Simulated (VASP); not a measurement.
Crystal: C.

```
CELL_PARAMETERS angstrom
2.50517 0.00000 0.00000
-1.25259 2.16954 0.00000
0.00000 0.00000 8.18182
ATOMIC_POSITIONS crystal
C 0.66667 0.33333 0.84375
C 0.33333 0.66667 0.34375
C 0.66667 0.33333 0.65625
C 0.33333 0.66667 0.15625
C 0.00000 0.00000 0.90625
C 0.00000 0.00000 0.40625
C 0.00000 0.00000 0.59375
C 0.00000 0.00000 0.09375
```

This cell differs from its parent crystal: volume scaled by 0.98.

Base run:

| Quantity | Value |
| --- | --- |
| Program | VASP 6.6.1 |
| Functional | PBEsol |
| Potentials or basis | VASP PAW PBE potentials, release 64 (C) |
| Cutoff | 520 eV |
| k mesh | 12 × 12 × 4 |
| Occupations | fermi-dirac, width 0.05 eV |
| Spin | no spin polarisation |

Its results: band gap on the k mesh 4.32 eV, indirect (least direct gap 5.17 eV); pressure 5.9 GPa; largest force 0.343 eV/Å.

**Question.** The run is repeated on the same cell with these changes: functional from PBEsol to PBE; further incar settings from ALGO = Normal; EDIFF = 1e-06; NBANDS = 26 to ALGO = Normal; EDIFF = 1e-07; NBANDS = 26. What comes out?

**Answer.** Band gap on the k mesh 4.46 eV, indirect (least direct gap 5.23 eV); pressure 12.3 GPa; largest force 0.342 eV/Å.

Caveats: the PAW data sets were made with another functional, which shifts forces and pressure a little (some runs).

A k mesh can miss the band edges.
